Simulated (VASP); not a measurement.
Set up this calculation in VASP 6.6.1, as the native input.

* Task: single point
* Functional: PBE
* Potentials or basis: VASP PAW PBE potentials, release 64 (Al, N)
* Cutoff: 520 eV
* k mesh: 10 × 10 × 6
* Occupations: fermi-dirac, width 0.05 eV
* Spin: no spin polarisation
* Dipole correction: no
* Further INCAR settings: ALGO = Normal; EDIFF = 1e-07; NBANDS = 16

The structure of AlN lies in POSCAR:

```
AlN
1.0
    3.1058418138      0.0000000000      0.0000000000
   -1.5529209069      2.6897379109      0.0000000000
    0.0000000000      0.0000000000      4.9702883364
Al N
2 2
Direct
    0.6666666667      0.3333333333      0.4990013035
    0.3333333333      0.6666666667     -0.0009986965
    0.6666666667      0.3333333333      0.8809986965
    0.3333333333      0.6666666667      0.3809986965
```

The input as run:

INCAR

```
ALGO = Normal ; EDIFF = 1E-7
ENCUT = 520 ; GGA = PE
ISIF = 2 ; ISMEAR = -1
LASPH = True ; LCHARG = True
LELF = True ; LREAL = False
LVHAR = True ; LWAVE = False
NBANDS = 16 ; NELM = 60
PREC = Accurate ; SIGMA = 0.05
```

KPOINTS

```
k-points
0
Gamma
  10 10 6
```

Potentials or basis: VASP PAW PBE potentials, release 64 (Al, N).

The run is started by

```bash
$ cat potpaw_PBE.64/Al/POTCAR potpaw_PBE.64/N/POTCAR > POTCAR
$ mpirun -np 1 vasp_std > vasp.out
```

Results of the run:

```
Pressure               : 4.8 GPa
Band gap on the k mesh : 4.25 eV
```

Caveat: the cell stands under pressure.

Run time: 54 s on 1 thread of Intel Xeon 8259CL (shared host), peak memory 0.17 GiB.
